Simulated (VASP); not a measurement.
KBr:

```
K Br
1.0
     0.00000    3.30225    3.30225
     3.30225    0.00000    3.30225
     3.30225    3.30225    0.00000
K Br
1 1
Direct
  0.00000 0.00000 0.00000
  0.50000 0.50000 0.50000
```

Base run:

```yaml
Program: VASP 6.6.1
Functional: PBE-based global hybrid
Potentials_or_basis: VASP PAW PBE potentials, release 64 (K_sv, Br)
Cutoff: 520 eV
k_mesh: 4 × 4 × 4
Occupations: gaussian, width 0.01 eV
Spin: no spin polarisation
```

Its results: band gap on the k mesh 4.80 eV, direct; pressure 0.7 GPa.

The run is repeated on the same cell with these changes: share of exact exchange from 0.05 to 0.15. What comes out?

Band gap on the k mesh 5.56 eV, direct; pressure 0.5 GPa.

Caveats: the PAW data sets were made with another functional, which shifts forces and pressure a little.

